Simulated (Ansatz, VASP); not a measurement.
ZnS in VASP and in Ansatz

The input INCAR:

```
ALGO = Normal
EDIFF = 1E-8
ENCUT = 520
GGA = PE
ISIF = 2
ISMEAR = -1
LASPH = T
LCHARG = F
LEFG = T
LREAL = F
LWAVE = F
NBANDS = 26
NELM = 100
PREC = Accurate
SIGMA = 0.03
```

KPOINTS

```
k-points
0
Gamma
  12 12 7
```

Contents of POSCAR:

```
ZnS
1.0
    3.8451773550      0.0000000000      0.0000000000
   -1.9225886775      3.3300212715      0.0000000000
    0.0000000000      0.0000000000      6.3055372693
Zn S
2 2
Direct
    0.3333333333      0.6666666667      0.0007272007
    0.6666666667      0.3333333333      0.5007272007
    0.3333333333      0.6666666667      0.3752727993
    0.6666666667      0.3333333333      0.8752727993
```

Input for Ansatz:

```yaml
crystal:
  lattice:
    - [3.845177355, 0.0, 0.0]
    - [-1.9225886775, 3.3300212715, 0.0]
    - [0.0, 0.0, 6.3055372693]
  atoms:
    - { symbol: Zn, position: [0.3333333333, 0.6666666667, 0.0007272007] }
    - { symbol: Zn, position: [0.6666666667, 0.3333333333, 0.5007272007] }
    - { symbol: S, position: [0.3333333333, 0.6666666667, 0.3752727993] }
    - { symbol: S, position: [0.6666666667, 0.3333333333, 0.8752727993] }
kpoints:
  mp_grid: { grid: [12, 12, 7] }
  band_path:
    path:
      - [0.0, 0.0, 0.0]
      - [0.5, 0.0, 0.0]
      - [0.3333333333, 0.3333333333, 0.0]
      - [0.0, 0.0, 0.0]
      - [0.0, 0.0, 0.5]
      - [0.5, 0.0, 0.5]
      - [0.3333333333, 0.3333333333, 0.5]
      - [0.0, 0.0, 0.5]
      - [0.5, 0.0, 0.5]
    npoints: 8
scf:
  occupations: { method: fermi_dirac, width: 0.03 }
hamiltonian:
  xc: pbe
  pseudopotentials: { kind: all_electron, datasets: crystal }
output:
  forces: true
  stress: true
  eigenvalues: true
  efg: { contact_densities: true }
```

Alike in both runs: task electric field gradients; functional PBE; k mesh 12 × 12 × 7; occupations fermi-dirac, width 0.03 eV; no spin polarisation.

```csv
,VASP,Ansatz
version,VASP 6.6.1,Ansatz 0.2.0
potentials or method,"VASP PAW PBE potentials, release 64 (Zn, S), cutoff 520 eV","all-electron PAW with datasets made for the crystal, scalar-relativistic"
```

Ansatz gave:

| Item | Value |
| --- | --- |
| gap on the k mesh at the Fermi level (eV) | 2.08 |
| pressure (GPa) | 0.0 |
| size of Vzz on the site where it differs most (V/Å²) | 0.6 |

Problem. Estimate VASP's values.

Solution. gap on the k mesh at the Fermi level (eV): 2.08; pressure (GPa): 0.2; size of Vzz on the site where it differs most (V/Å²): 0.6.

Ansatz ran all-electron here, and VASP with PAW potentials.
